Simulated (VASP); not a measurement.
Wanted: the native input for a VASP 6.6.1 run.

```yaml
Task: single point
Functional: PBE
Dispersion: D3(BJ)
Potentials_or_basis: VASP PAW PBE potentials, release 64 (Si)
Cutoff: 520 eV
k_mesh: 9 × 9 × 1
Occupations: gaussian, width 0.1 eV
Spin: no spin polarisation
Dipole_correction: yes
Further_INCAR_settings: ALGO = Normal; EDIFF = 1e-07; NBANDS = 16
```

The structure of Si lies in POSCAR:

```
Si
1.0
    3.8475254748      0.0000000000      0.0000000000
   -1.9237627374      3.3320548028      0.0000000000
    0.0000000000      0.0000000000     18.4415958287
Si
4
Direct
    0.3333333333      0.6666666667      0.2695427207
    0.6666666667      0.3333333333      0.2440135898
    0.1666666667      1.3333333333      0.5119728204
    0.5000000000      1.0000000000      0.4864436895
```

These files were run (other wordings do the same):

INCAR

```
SYSTEM = Si
  PREC = Accurate
  ENCUT = 520
  EDIFF = 1E-7
  ISMEAR = 0
  SIGMA = 0.1
  LREAL = .False.
  LASPH = .True.
  NELM = 60
  ALGO = Normal
  ISIF = 2
  LWAVE = .False.
  LCHARG = .False.
  LDIPOL = .True.
  IDIPOL = 3
  DIPOL = 0.5 0.5 0.378
  GGA = PE
  IVDW = 12
  NBANDS = 16
```

KPOINTS

```
Automatic mesh
0
Gamma
  9 9 1
  0 0 0
```

Potentials or basis: VASP PAW PBE potentials, release 64 (Si).

Command:

```sh
$ cat potpaw_PBE.64/Si/POTCAR > POTCAR
$ mpirun -np 1 vasp_std > vasp.out
```

Results of the run:

```json
{"Largest force": "0.169 eV/Å", "Band gap on the k mesh": "0.33 eV, direct", "Dispersion energy per atom": "-0.241 eV"}
```

It took 110 s on 1 thread of Intel(R) Xeon(R) Platinum 8488C (Sapphire Rapids) (shared host), peak memory 0.36 GiB.
